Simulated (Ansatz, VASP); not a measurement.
## AlP: VASP beside Ansatz

```xyz
2
Lattice="0.0000 2.7393 2.7393 2.7393 0.0000 2.7393 2.7393 2.7393 0.0000" Properties=species:S:1:pos:R:3 pbc="T T T"
Al    0.0000    0.0000    0.0000
P     1.3696    1.3696    1.3696
```

Alike in both runs: task single point; functional PBE; k mesh 8 × 8 × 8; no spin polarisation.

|  | VASP | Ansatz |
| --- | --- | --- |
| version | VASP 6.6.1 | Ansatz 0.2.0 |
| potentials or method | VASP PAW PBE potentials, release 64 (Al, P) | plane waves, PAW |
| plane-wave cutoff (eV) | 500 | 420 |
| occupations | gaussian, width 0.01 eV | fixed |
| valence electrons in the cell | 8 | 8 |

Ansatz gave:

| Property | Result |
| --- | --- |
| gap on the k mesh at the Fermi level (eV) | 1.60 |
| pressure (GPa) | 1.4 |

Problem. What did VASP give for the same quantities?

Solution. gap on the k mesh at the Fermi level (eV): 1.60; pressure (GPa): 1.3.
